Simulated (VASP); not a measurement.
**H8C3: single point with PBE+D3(BJ)**

The system is H8C3.

```
CELL_PARAMETERS angstrom
8.26947 0.00000 0.00000
0.00000 8.26947 0.00000
0.00000 0.00000 8.26947
ATOMIC_POSITIONS crystal
C 0.66934 0.40114 0.48060
C 0.60186 0.25012 0.48162
C 0.51121 0.34211 0.95650
C 0.50418 0.45230 0.07114
C 0.06662 0.12426 0.34931
C 0.16551 0.00430 0.38223
C 0.76502 0.79583 0.08288
C 0.03717 0.59929 0.79284
C 0.11452 0.49821 0.25335
H 0.73987 0.43886 0.36792
H 0.62776 0.48929 0.57061
H 0.62217 0.15095 0.38264
H 0.51674 0.19686 0.57813
H 0.56900 0.35748 0.84186
H 0.46883 0.22003 0.96300
H 0.56586 0.56728 0.06783
H 0.43753 0.44542 0.18122
H 0.99861 0.14193 0.23570
H 0.02693 0.20923 0.45576
H 0.19718 0.91608 0.29284
H 0.20861 0.00464 0.50639
H 0.64816 0.87160 0.06523
H 0.86103 0.84552 0.15225
H 0.81383 0.74592 0.97496
H 0.73947 0.69248 0.15810
H 0.99083 0.72637 0.79627
H 0.96797 0.50107 0.86513
H 0.16942 0.60732 0.79491
H 0.02712 0.55369 0.65928
H 0.04288 0.40432 0.30032
H 0.13385 0.47292 0.12700
H 0.23336 0.51101 0.31815
H 0.05520 0.61508 0.28059
```

- Program: VASP 6.6.1
- Task: single point
- Functional: PBE
- Dispersion: D3(BJ)
- Potentials or basis: VASP PAW PBE potentials, release 64 (C, H)
- Cutoff: 520 eV
- k mesh: 1 × 1 × 1
- Occupations: fermi-dirac, width 0.02 eV
- Spin: no spin polarisation
- Dipole correction: no
- Further INCAR settings: LREAL = Auto; ALGO = Normal; EDIFF = 1e-06; NBANDS = 52

| Property | Result |
| --- | --- |
| Pressure | -0.7 GPa |
| Largest force | 3.012 eV/Å |
| Band gap on the k mesh | 5.12 eV |
| Dispersion energy per atom | -0.025 eV |

Forces on the atoms (eV/Å):
```
C   -0.918 -1.486 -1.343
C   -0.085 -1.106 -0.321
C    0.231 -0.484 -0.414
C    0.152  0.754  0.264
C   -2.103  1.762  1.244
C    0.103  0.276  0.553
C   -1.944  0.303  0.379
C   -0.719 -1.073 -2.412
C    1.226  1.836  0.701
H   -0.556 -0.193  1.470
H    0.498  0.014 -0.131
H    0.042  1.695  1.198
H    1.023  1.098 -0.842
H    0.729  0.596 -0.593
H   -0.846 -0.603  0.531
H    0.107  0.330 -0.692
H   -0.399 -0.804  0.745
H    0.443 -0.081  0.227
H    0.618 -1.102 -1.674
H    0.399 -0.605 -0.218
H    0.492 -0.618 -0.032
H    1.778 -0.770  0.259
H    0.734  1.406  0.341
H    0.160 -0.075 -1.126
H   -0.662 -0.634  0.320
H   -0.102 -0.914  0.188
H    1.235  1.588 -0.438
H    0.067 -0.369  1.071
H   -0.411  0.720  1.444
H   -0.628 -0.988  0.820
H    0.122  0.329 -0.563
H   -0.672 -0.557 -0.367
H   -0.110 -0.245 -0.590
```

Stress tensor (GPa, compression positive):
```
-0.54  0.07  0.22
 0.07 -0.74 -0.85
 0.22 -0.85 -0.83
```

Levels at points of the mesh, in eV from the valence-band top:
```
           k point  band 26  band 27  band 28  band 29  band 30  band 31  band 32  band 33  band 34  band 35
(0.00, 0.00, 0.00)    -1.74    -1.45    -0.30    -0.19     0.00     5.12     5.17     5.47     5.53     6.68
```

Run time: 41 s on 1 thread of Intel(R) Xeon(R) 6975P-C (Granite Rapids) (shared host), peak memory 0.52 GiB.

Caveat: the k points lie up to 0.76 Å⁻¹ apart.
